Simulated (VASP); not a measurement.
A run of VASP 6.6.1:

POSCAR

```
MoS2
1.0
    1.5875907347      0.9165959380      6.1939395993
   -1.5875907347      0.9165959380      6.1939395993
    0.0000000000     -1.8331918760      6.1939395993
Mo S
1 2
Direct
   -0.0000146007     -0.0000146007     -0.0000146007
    0.4170015121      0.4170015121      0.4170015121
    0.2496797553      0.2496797553      0.2496797553
```

The input INCAR.step1:

```
PREC = Accurate
ENCUT = 520
ISMEAR = 0
SIGMA = 0.01
LREAL = False
LASPH = True
NELM = 80
NBANDS = 20
GGA = PE
ALGO = Normal
EDIFF = 1E-4
LWAVE = True
LCHARG = False
```

INCAR.step2

```
PREC = Accurate
ENCUT = 520
EDIFF = 1E-7
ISMEAR = 0
SIGMA = 0.01
LREAL = False
LASPH = True
NELM = 80
ALGO = Normal
ISIF = 2
LWAVE = False
LCHARG = False
METAGGA = R2SCAN
LMIXTAU = True
NBANDS = 20
ISTART = 1
```

KPOINTS

```
Automatic mesh
0
Gamma
  6 6 6
  0.5 0.5 0.5
```

Potentials or basis: VASP PAW PBE potentials, release 64 (Mo_sv, S).

Launch:

```sh
$ cat potpaw_PBE.64/Mo_sv/POTCAR potpaw_PBE.64/S/POTCAR > POTCAR
$ cp INCAR.step1 INCAR
$ mpirun -np 1 vasp_std > vasp.out
$ cp INCAR.step2 INCAR
$ mpirun -np 1 vasp_std > vasp.out
```

Hardware: 1 thread of Intel(R) Xeon(R) Platinum 8488C (Sapphire Rapids) (shared host).

Estimate the wall time of this run.

Wall time 4.8 min on 1 thread of Intel(R) Xeon(R) Platinum 8488C (Sapphire Rapids), with other jobs on the host, peak memory 0.35 GiB. Counts: k points 28.
